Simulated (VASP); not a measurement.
Set up this calculation in VASP 6.6.1, as the native input.

```yaml
Task: single point
Functional: LDA
Potentials_or_basis: VASP PAW LDA potentials, release 64 (Zr_sv, O)
Cutoff: 600 eV
k_mesh: 8 × 8 × 8
Occupations: gaussian, width 0.02 eV
Spin: no spin polarisation
Dipole_correction: no
Further_INCAR_settings: ALGO = Normal; EDIFF = 1e-06; NBANDS = 19
```

The structure of ZrO2 lies in POSCAR:

```
ZrO2
1.0
    0.0000000000      2.5445431789      2.5445431789
    2.5445431789      0.0000000000      2.5445431789
    2.5445431789      2.5445431789      0.0000000000
Zr O
1 2
Direct
    0.0000000000      0.0000000000      0.0000000000
    0.2500000000      0.2500000000      0.2500000000
    0.7500000000      0.7500000000      0.7500000000
```

This cell differs from its parent crystal: strained cell.

These files were run (other wordings do the same):

INCAR

```
SYSTEM = ZrO2
  ALGO = Normal
  EDIFF = 1E-6
  ENCUT = 600
  GGA_COMPAT = .FALSE.
  ISIF = 2
  ISMEAR = 0
  LASPH = .TRUE.
  LCHARG = .TRUE.
  LELF = .TRUE.
  LREAL = .FALSE.
  LVHAR = .TRUE.
  LWAVE = .FALSE.
  NBANDS = 19
  NELM = 120
  PREC = Accurate
  SIGMA = 0.02
```

KPOINTS

```
k-points
0
G
  8 8 8
  0 0 0
```

Potentials or basis: VASP PAW LDA potentials, release 64 (Zr_sv, O).

Command:

```bash
$ cat potpaw_LDA.64/Zr_sv/POTCAR potpaw_LDA.64/O/POTCAR > POTCAR
$ mpirun -np 1 vasp_std > vasp.out
```

Results of the run:

```json
{
  "Pressure": "-8.8 GPa",
  "Band gap on the k mesh": "3.23 eV (least direct gap 3.66 eV)"
}
```

Caveat: the cell differs from its parent crystal (strained cell); the cell stands under tension.

Run time: 23 s on 1 thread of Intel(R) Xeon(R) Platinum 8488C (Sapphire Rapids), with other jobs on the host, peak memory 0.16 GiB.
